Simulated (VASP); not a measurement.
# ZnSe (F-43m) in VASP: settings compared

The runs below take ZnSe through single point, with PBE-based global hybrid with 30 % exact exchange, HSE06, PBE-based screened hybrid with 5 % exact exchange.

Everything below comes from runs of VASP 6.6.1. Logs are shortened: lines on timing, memory, paths and dates and some standing lists are left out, and cuts for length are marked.

### 1 The cell of the first run

It takes space group F-43m (No. 216, cubic). The conventional cell has a = 5.665 Å, b = 5.665 Å, c = 5.665 Å, α = 90.00°, β = 90.00°, γ = 90.00°. Within 3.2 Å of Zn (site symmetry -43m) lie 4 Se at 2.45 Å. Se (site symmetry -43m) has 4 Zn at 2.45 Å within 3.2 Å.

### 2 Single point, PBE-based global hybrid with 30 % exact exchange

POSCAR reads:

```
ZnSe
1.0
    0.0000000000      2.8324246788      2.8324246788
    2.8324246788      0.0000000000      2.8324246788
    2.8324246788      2.8324246788      0.0000000000
Zn Se
1 1
Direct
    0.0000000000      0.0000000000      0.0000000000
    0.2500000000      0.2500000000      0.2500000000
```

INCAR.step1 reads:

```
PREC = Accurate
ENCUT = 520
EDIFF = 1E-5
ISMEAR = 0
SIGMA = 0.01
LREAL = False
LASPH = True
NELM = 100
ALGO = Normal
ISIF = 2
LWAVE = True
GGA = PE
NBANDS = 16
```

INCAR.step2 reads:

```
PREC = Accurate
ENCUT = 520
EDIFF = 1E-6
ISMEAR = 0
SIGMA = 0.01
LREAL = False
LASPH = True
NELM = 100
ALGO = Normal
ISIF = 2
LWAVE = False
LCHARG = True
GGA = PE
LHFCALC = True
AEXX = 0.3
PRECFOCK = Normal
LELF = True
LVHAR = True
ISTART = 1
NBANDS = 16
```

KPOINTS reads:

```
Automatic mesh
0
Gamma
  4 4 4
```

Potentials or basis: VASP PAW PBE potentials, release 64 (Zn, Se).

Command:

```
$ cat potpaw_PBE.64/Zn/POTCAR potpaw_PBE.64/Se/POTCAR > POTCAR
$ cp INCAR.step1 INCAR
$ mpirun -np 1 vasp_std > vasp.out
$ cp INCAR.step2 INCAR
$ mpirun -np 1 vasp_std > vasp.out
```

OUTCAR:

```text
PREC = Accurate
   ENCUT = 520
   EDIFF = 1E-6
   ISMEAR = 0
   LREAL = False
   LASPH = True
   NELM = 100
   ISIF = 2
   GGA = PE
   LHFCALC = True
   AEXX = 0.3
   PRECFOCK = Normal
   ISTART = 1

 ion  position               nearest neighbor table
   1  0.000  0.000  0.000-   2 2.45   2 2.45   2 2.45   2 2.45
   2  0.250  0.250  0.250-   1 2.45   1 2.45   1 2.45   1 2.45

  LATTYP: Found a face centered cubic cell.
 ALAT       =     5.6648493576

  Lattice vectors:

 A1 = (   0.0000000000,   2.8324246788,   2.8324246788)
 A2 = (   2.8324246788,   0.0000000000,   2.8324246788)
 A3 = (   2.8324246788,   2.8324246788,   0.0000000000)

Analysis of symmetry for initial positions (statically):
=====================================================================
 Subroutine PRICEL returns:
 Original cell was already a primitive cell.

 Routine SETGRP: Setting up the symmetry group for a
 face centered cubic supercell.

 Subroutine GETGRP returns: Found 24 space group operations
 (whereof 24 operations were pure point group operations)
 out of a pool of 48 trial point group operations.

The static configuration has the point symmetry T_d .

Analysis of symmetry for dynamics (positions and initial velocities):
=====================================================================
 Subroutine PRICEL returns:
 Original cell was already a primitive cell.

 Routine SETGRP: Setting up the symmetry group for a
 face centered cubic supercell.

 Subroutine GETGRP returns: Found 24 space group operations
 (whereof 24 operations were pure point group operations)
 out of a pool of 48 trial point group operations.

The dynamic configuration has the point symmetry T_d .

 Subroutine INISYM returns: Found 24 space group operations
 (whereof 24 operations are pure point group operations),
 and found     1 'primitive' translations

----------------------------------------------------------------------------------------

                                     Primitive cell

  volume of cell :      45.4470

  direct lattice vectors                    reciprocal lattice vectors
     0.000000000  2.832424679  2.832424679    -0.176527201  0.176527201  0.176527201
     2.832424679  0.000000000  2.832424679     0.176527201 -0.176527201  0.176527201
     2.832424679  2.832424679  0.000000000     0.176527201  0.176527201 -0.176527201

  length of vectors
     4.005653395  4.005653395  4.005653395     0.305754081  0.305754081  0.305754081

  position of ions in fractional coordinates (direct lattice)
     0.000000000  0.000000000  0.000000000
     0.250000000  0.250000000  0.250000000

  ion indices of the primitive-cell ions
   primitive index   ion index
                 1           1
                 2           2

----------------------------------------------------------------------------------------

 KPOINTS: Automatic mesh

Automatic generation of k-mesh.
 Grid dimensions read from file:
 generate k-points for:    4    4    4

 Generating k-lattice:

  Cartesian coordinates                     Fractional coordinates (reciprocal lattice)
    -0.044131800  0.044131800  0.044131800     0.250000000  0.000000000  0.000000000
     0.044131800 -0.044131800  0.044131800     0.000000000  0.250000000  0.000000000
     0.044131800  0.044131800 -0.044131800     0.000000000  0.000000000  0.250000000

  Length of vectors
     0.076438520  0.076438520  0.076438520

  Shift w.r.t. Gamma in fractional coordinates (k-lattice)
     0.000000000  0.000000000  0.000000000

 Subroutine IBZKPT returns following result:
 ===========================================

 Found      8 irreducible k-points:

 Following reciprocal coordinates:
            Coordinates               Weight
  0.000000  0.000000  0.000000      1.000000
  0.250000  0.000000  0.000000      8.000000
  0.500000  0.000000  0.000000      4.000000
  0.250000  0.250000  0.000000      6.000000
  0.500000  0.250000  0.000000     24.000000
 -0.250000  0.250000  0.000000     12.000000
  0.500000  0.500000  0.000000      3.000000
 -0.250000  0.500000  0.250000      6.000000
   k-points           NKPTS =      8   k-points in BZ     NKDIM =     64   number of bands    NBANDS=     16
   number of dos      NEDOS =    301   number of ions     NIONS =      2
   total plane-waves  NPLWV =  27000
   dimension x,y,z NGX =    30 NGY =   30 NGZ =   30
   dimension x,y,z NGXF=    60 NGYF=   60 NGZF=   60
   ions per type =               1   1
   NGX,Y,Z   is equivalent  to a cutoff of  12.45, 12.45, 12.45 a.u.
   NGXF,Y,Z  is equivalent  to a cutoff of  24.90, 24.90, 24.90 a.u.
 SYSTEM =  unknown system
   PREC   = accura    normal or accurate (medium, high low for compatibility)
   ISTART =      1    job   : 0-new  1-cont  2-samecut
   ICHARG =      0    charge: 1-file 2-atom 10-const
   ISPIN  =      1    spin polarized calculation?
   LNONCOLLINEAR =      F non collinear calculations
   LSORBIT =      F    spin-orbit coupling
   LASPH  =      T    aspherical Exc in radial PAW
   ENCUT  =  520.0 eV  38.22 Ry    6.18 a.u.   7.45  7.45  7.45*2*pi/ulx,y,z
   NELM   =    100;   NELMIN=  2; NELMDL=  0     # of ELM steps
   EDIFF  = 0.1E-05   stopping-criterion for ELM
   LREAL  =      F    real-space projection
   EDIFFG = 0.1E-04   stopping-criterion for IOM
   NSW    =      0    number of steps for IOM
   IBRION =     -1    ionic relax: 0-MD 1-quasi-New 2-CG
   NFREE  =      0    steps in history (QN), initial steepest desc. (CG)
   ISIF   =      2    stress and relaxation
   ISYM   =      3    0-nonsym 1-usesym 2-fastsym
   POTIM  = 0.5000    time-step for ionic-motion
   TEBEG  =    0.0;   TEEND  =   0.0 temperature during run
   PSTRESS=    0.0 pullay stress
   NELECT =      18.0000    total number of electrons
   NUPDOWN=      -1.0000    fix difference up-down
   EMIN   =  10.00;   EMAX   =-10.00  energy-range for DOS
   EFERMI =   0.00;   METHOD = LEGACY
   ISMEAR =     0;   SIGMA  =   0.01  broadening in eV -4-tet -1-fermi 0-gaus
   EFERMI_NEDOS =   21; number of points for ismear=-14 and -15
   IALGO  =     38    algorithm
   IMIX   =      1    mixing-type and parameters
     AMIX     =   0.40;   BMIX     =  1.00
     AMIX_MAG =   1.60;   BMIX_MAG =  1.00
  volume/ion in A,a.u.               =      22.72       153.35
  Fermi-wavevector in a.u.,A,eV,Ry     =   1.202257  2.271936 19.666157  1.445422
  Thomas-Fermi vector in A             =   2.338043
   LORBIT       =      0    0 simple, 1 ext, 2 COOP (PROOUT), +10 PAW based schemes
   GGA     = PE    functional components
   LHFCALC =     T    Hartree Fock is set to
   PRECFOCK=normal    Normal, Fast or Accurate (Low or Medium for compatibility)
   ENCUT4O =  -1.0   cutoff for four orbital integrals eV
   NKREDX  =     1    reduce k-point grid by
   NKREDY  =     1    reduce k-point grid by
   NKREDZ  =     1    reduce k-point grid by
   AEXX    =    0.3000 exact exchange contribution
   HFSCREEN=    0.0000 screening length (either q_TF or 0.3 A-1)
   HFSCREENC=   0.0000 screening length for correlation (either q_TF or 0.3 A-1)
   ENCUTFOCK=  -1.0 apply spherical cutoff to Coloumb kernel
   IVDW    =     0    specifies the selected vdW correction
   LEPSILON=     F    determine dielectric tensor
   LRPA    =     F    only Hartree local field effects (RPA)
 non-spin polarized calculation
 Gauss-broadening in eV      SIGMA  =   0.01
  energy-cutoff  :      520.00
  volume of cell :       45.45
 maximum number of plane-waves:      1243
 NGX is ok and might be reduce to    30
  NGX = 24; NGY = 24; NGZ = 24

 number of electron      18.0000011 magnetization

 Free energy of the ion-electron system (eV)
  ---------------------------------------------------
  ext. energy  EPLUGINS =         0.00000000
  ---------------------------------------------------
  free energy    TOTEN  =        -8.37644520 eV

  energy without entropy =       -8.37644520  energy(sigma->0) =       -8.37644520

 E-fermi :   0.4380     XC(G=0):  -6.9649

 val. band max:        0.3846976638   @ k =   0.0000   0.0000   0.0000
 cond. band min:       3.9115986319   @ k =   0.0000   0.0000   0.0000
 fundamental gap:      3.5269009681
 Fermi energy:         0.4379649237

 k-point     1 :       0.0000    0.0000    0.0000
  band No.  band energies     occupation
      1     -14.2657      2.00000
      2      -8.1881      2.00000
      3      -8.1881      2.00000
      4      -8.1881      2.00000
      5      -7.8628      2.00000
      6      -7.8628      2.00000
[... 8 lines left out ...]
     15      14.2747      0.00000
     16      14.2747      0.00000

 k-point     2 :       0.2500    0.0000    0.0000
  band No.  band energies     occupation
      1     -13.8598      2.00000
      2      -8.1426      2.00000
      3      -8.1426      2.00000
      4      -8.0711      2.00000
      5      -7.8635      2.00000
      6      -7.8635      2.00000
[... 8 lines left out ...]
     15      13.1646      0.00000
     16      13.4284      0.00000

 k-point     3 :       0.5000    0.0000    0.0000
  band No.  band energies     occupation
      1     -13.3858      2.00000
      2      -8.1086      2.00000
      3      -8.1086      2.00000
      4      -7.8500      2.00000
      5      -7.8500      2.00000
      6      -7.6715      2.00000
[... 8 lines left out ...]
     15      16.1183      0.00000
     16      16.1183      0.00000

 k-point     4 :       0.2500    0.2500    0.0000
  band No.  band energies     occupation
      1     -13.7240      2.00000
      2      -8.1213      2.00000
      3      -8.0896      2.00000
      4      -8.0895      2.00000
      5      -7.8797      2.00000
      6      -7.8424      2.00000
[... 8 lines left out ...]
     15      15.2031      0.00000
     16      16.8718      0.00000

 k-point     5 :       0.5000    0.2500    0.0000
  band No.  band energies     occupation
      1     -13.2485      2.00000
      2      -8.0818      2.00000
      3      -8.0388      2.00000
      4      -7.9338      2.00000
      5      -7.8413      2.00000
      6      -7.6577      2.00000
[... 8 lines left out ...]
     15      16.2859      0.00000
     16      17.1114      0.00000

 k-point     6 :      -0.2500    0.2500    0.0000
  band No.  band energies     occupation
      1     -13.4075      2.00000
      2      -8.0909      2.00000
      3      -8.0842      2.00000
      4      -7.9013      2.00000
      5      -7.8746      2.00000
      6      -7.7666      2.00000
[... 8 lines left out ...]
     15      15.0298      0.00000
     16      17.1419      0.00000

 k-point     7 :       0.5000    0.5000    0.0000
  band No.  band energies     occupation
      1     -13.0913      2.00000
      2      -8.0612      2.00000
      3      -7.9718      2.00000
      4      -7.9718      2.00000
      5      -7.8219      2.00000
      6      -7.6209      2.00000
[... 8 lines left out ...]
     15      16.9240      0.00000
     16      17.4061      0.00000

 k-point     8 :      -0.2500    0.5000    0.2500
  band No.  band energies     occupation
      1     -13.0876      2.00000
      2      -8.0497      2.00000
      3      -8.0209      2.00000
      4      -7.8997      2.00000
      5      -7.8716      2.00000
      6      -7.5108      2.00000
[... 8 lines left out ...]
     15      16.9072      0.00000
     16      17.0293      0.00000

------------------------ aborting loop because EDIFF is reached ----------------------------------------

  FORCE on cell =-STRESS in cart. coord.  units (eV):
  Direction    XX          YY          ZZ          XY          YZ          ZX
  --------------------------------------------------------------------------------------
  -------------------------------------------------------------------------------------
  Total        0.2765292      0.2765292      0.2765292     -0.0000000      0.0000000      0.0000000
  in kB        9.7486960      9.7486960      9.7486960     -0.0000000      0.0000000      0.0000000
  external PRESSURE =       9.7486960 kB  Pullay stress =       0.0000000 kB

 VOLUME and BASIS-vectors are now :
 -----------------------------------------------------------------------------
  energy-cutoff  :      520.00
  volume of cell :       45.45
      direct lattice vectors                 reciprocal lattice vectors
     0.000000000  2.832424679  2.832424679    -0.176527201  0.176527201  0.176527201
     2.832424679  0.000000000  2.832424679     0.176527201 -0.176527201  0.176527201
     2.832424679  2.832424679  0.000000000     0.176527201  0.176527201 -0.176527201

 POSITION                                       TOTAL-FORCE (eV/Angst)
 -----------------------------------------------------------------------------------
      0.00000      0.00000      0.00000         0.000000     -0.000000      0.000000
      1.41621      1.41621      1.41621        -0.000000      0.000000     -0.000000
 -----------------------------------------------------------------------------------
    total drift:                                0.000246      0.000216      0.000146

  FREE ENERGIE OF THE ION-ELECTRON SYSTEM (eV)
  ---------------------------------------------------
  free  energy   TOTEN  =        -8.3764451960 eV

  energy  without entropy=       -8.3764451960  energy(sigma->0) =       -8.37644520
```

Wall time 3.3 min (1 thread of Intel Xeon 6975P-C (Granite Rapids), shared host); peak memory 0.18 GiB.

Results:

- Free energy: -8.3764 eV
- Pressure: 1.0 GPa
- Band gap on the k mesh: 3.53 eV

Levels at points of the mesh, in eV from the valence-band top:
| k point | band 6 | band 7 | band 8 | band 9 | band 10 | band 11 | band 12 | band 13 |
| --- | --- | --- | --- | --- | --- | --- | --- | --- |
| (0.00, 0.00, 0.00) | -8.25 | 0.00 | 0.00 | 0.00 | 3.53 | 8.08 | 8.08 | 8.08 |
| (0.50, 0.00, 0.00) | -8.06 | -5.66 | -0.93 | -0.93 | 4.77 | 8.63 | 8.63 | 10.86 |
| (0.50, 0.50, 0.00) | -8.01 | -5.26 | -2.36 | -2.36 | 4.90 | 5.60 | 13.39 | 14.06 |

Caveat: the k points lie up to 0.48 Å⁻¹ apart; the PAW data sets were made with another functional, which shifts forces and pressure a little.

### 3 Single point, HSE06

POSCAR is that of step 2.

INCAR.step1 reads:

```
SYSTEM = ZnSe
PREC = Accurate
ENCUT = 520
EDIFF = 1E-5
ISMEAR = 0
SIGMA = 0.01
LREAL = .FALSE.
LASPH = .TRUE.
NELM = 80
ALGO = Normal
ISIF = 2
LWAVE = .TRUE.
LCHARG = .FALSE.
NBANDS = 16
GGA = PE
```

INCAR.step2 reads:

```
SYSTEM = ZnSe
PREC = Accurate
ENCUT = 520
EDIFF = 1E-6
ISMEAR = 0
SIGMA = 0.01
LREAL = .FALSE.
LASPH = .TRUE.
NELM = 80
ALGO = Normal
ISIF = 2
LWAVE = .FALSE.
LCHARG = .FALSE.
GGA = PE
LHFCALC = .TRUE.
HFSCREEN = 0.2079
PRECFOCK = Normal
NBANDS = 16
ISTART = 1
```

KPOINTS reads:

```
regular mesh
0
G
  4 4 4
  0 0 0
```

Potentials or basis: VASP PAW PBE potentials, release 64 (Zn, Se).

Command:

```
$ cat potpaw_PBE.64/Zn/POTCAR potpaw_PBE.64/Se/POTCAR > POTCAR
$ cp INCAR.step1 INCAR
$ mpirun -np 1 vasp_std > vasp.out
$ cp INCAR.step2 INCAR
$ mpirun -np 1 vasp_std > vasp.out
```

It took 3.7 min on 1 thread of Intel Xeon 6975P-C (Granite Rapids), shared host; peak memory 0.27 GiB.

Results (log left out):

| Item | Value |
| --- | --- |
| Free energy | -7.3754 eV |
| Pressure | 1.5 GPa |
| Band gap on the k mesh | 2.43 eV |

Levels at points of the mesh, in eV from the valence-band top:
| k point | band 5 | band 6 | band 7 | band 8 | band 9 | band 10 | band 11 | band 12 | band 13 | band 14 |
| --- | --- | --- | --- | --- | --- | --- | --- | --- | --- | --- |
| (0.00, 0.00, 0.00) | -7.86 | -7.86 | 0.00 | 0.00 | 0.00 | 2.43 | 6.94 | 6.94 | 6.94 | 11.31 |
| (0.50, 0.00, 0.00) | -7.85 | -7.68 | -5.54 | -0.91 | -0.91 | 3.66 | 7.49 | 7.49 | 9.75 | 12.35 |
| (0.50, 0.50, 0.00) | -7.82 | -7.63 | -5.14 | -2.31 | -2.31 | 3.85 | 4.50 | 12.19 | 12.82 | 12.82 |

Caveat: the k points lie up to 0.48 Å⁻¹ apart; the PAW data sets were made with another functional, which shifts forces and pressure a little.

### 4 Single point, PBE-based screened hybrid with 5 % exact exchange

POSCAR is that of step 3.

INCAR.step1 reads:

```
ALGO = Normal
EDIFF = 1E-5
ENCUT = 520
GGA = PE
ISIF = 2
ISMEAR = 0
LASPH = T
LCHARG = F
LREAL = F
LWAVE = T
NBANDS = 16
NELM = 80
PREC = Accurate
SIGMA = 0.01
```

INCAR.step2 reads:

```
AEXX = 0.05
ALGO = Normal
EDIFF = 1E-7
ENCUT = 520
GGA = PE
HFSCREEN = 0.5
ISIF = 2
ISMEAR = 0
ISTART = 1
LASPH = T
LCHARG = F
LHFCALC = T
LREAL = F
LWAVE = F
NBANDS = 16
NELM = 80
PREC = Accurate
PRECFOCK = Normal
SIGMA = 0.01
```

KPOINTS reads:

```
k-points
0
Gamma
  4 4 4
```

Command:

```
$ cat potpaw_PBE.64/Zn/POTCAR potpaw_PBE.64/Se/POTCAR > POTCAR
$ cp INCAR.step1 INCAR
$ mpirun -np 1 vasp_std > vasp.out
$ cp INCAR.step2 INCAR
$ mpirun -np 1 vasp_std > vasp.out
```

Wall time 3.2 min (1 thread of Intel Xeon 6975P-C (Granite Rapids), shared host); peak memory 0.27 GiB.

The run converged. Its results:

| Item | Value |
| --- | --- |
| Free energy | -6.1063 eV |
| Pressure | 2.6 GPa |
| Band gap on the k mesh | 1.42 eV |

Levels at points of the mesh, in eV from the valence-band top:
| k point | band 7 | band 8 | band 9 | band 10 | band 11 | band 12 |
| --- | --- | --- | --- | --- | --- | --- |
| (0.00, 0.00, 0.00) | 0.00 | 0.00 | 0.00 | 1.42 | 5.90 | 5.90 |
| (0.50, 0.00, 0.00) | -5.27 | -0.87 | -0.87 | 2.65 | 6.48 | 6.48 |
| (0.50, 0.50, 0.00) | -4.82 | -2.20 | -2.20 | 3.05 | 3.55 | 10.91 |

Caveat: the k points lie up to 0.48 Å⁻¹ apart; the PAW data sets were made with another functional, which shifts forces and pressure a little.

### 5 Overview

| level | share of exact exchange | screening parameter | gap on the mesh (eV) | pressure (GPa) |
| --- | --- | --- | --- | --- |
| PBE-based global hybrid with 30 % exact exchange | 0.3 | - | 3.53 | 1.0 |
| HSE06 | 0.25 | 0.2079 1/Å | 2.43 | 1.5 |
| PBE-based screened hybrid with 5 % exact exchange | 0.05 | 0.5 1/Å | 1.42 | 2.6 |

Alike in all rows: task single point; potentials or basis VASP PAW PBE potentials, release 64 (Zn, Se); no spin polarisation; cell as given; k mesh 4 × 4 × 4; cutoff (eV) 520; smearing gaussian 0.01 eV.

Caveats: all runs use coarse meshes; the PAW data sets were made with another functional, which shifts forces and pressure a little.

Total energies depend on the potentials used, so only differences within one code and one set of settings carry meaning.
